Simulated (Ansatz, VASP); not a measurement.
**KBr, level by level in two programs**

```xyz
2
Lattice="0.0000 3.3647 3.3647 3.3647 0.0000 3.3647 3.3647 3.3647 0.0000" Properties=species:S:1:pos:R:3 pbc="T T T"
Br    3.3647    3.3647    3.3647
K     0.0000    0.0000    0.0000
```

Single points on this cell with VASP 6.6.1 and Ansatz 0.2.0. Each row is one pair of runs. Alike in all rows: spin: off; k mesh: 7 × 7 × 7; smearing: fermi-dirac, width 0.05 eV; VASP's potentials, cutoff: VASP PAW PBE potentials, release 64 (Br, K_sv), 520 eV.

| level | Ansatz's potentials, cutoff | gap on the k mesh at the Fermi level (eV), VASP | gap on the k mesh at the Fermi level (eV), Ansatz | least direct gap on the mesh (eV), VASP | least direct gap on the mesh (eV), Ansatz | pressure (GPa), VASP | pressure (GPa), Ansatz |
| --- | --- | --- | --- | --- | --- | --- | --- |
| PBE+D3(BJ) | Ansatz PAW, 420 eV | 4.28 | 4.28 | 4.28 | 4.28 | -1.0 | -1.0 |
| BLYP | Ansatz PAW, 420 eV | 4.29 | 4.27 | 4.29 | 4.27 | 0.5 | 0.5 |
| r2SCAN+D3(BJ) | Ansatz PAW, 500 eV | 4.92 | 4.92 | 4.92 | 4.92 | -1.2 | -1.2 |

Gap on the k mesh at the fermi level (eV): the two programs differ by at most 0.011; least direct gap on the mesh (eV): the two programs differ by at most 0.011; pressure (GPa): the two programs differ by at most 0.04.

Noted on Ansatz's runs: odd divisions of the mesh miss points on the zone boundary, where band edges often lie, so the gap on the mesh can be too wide.
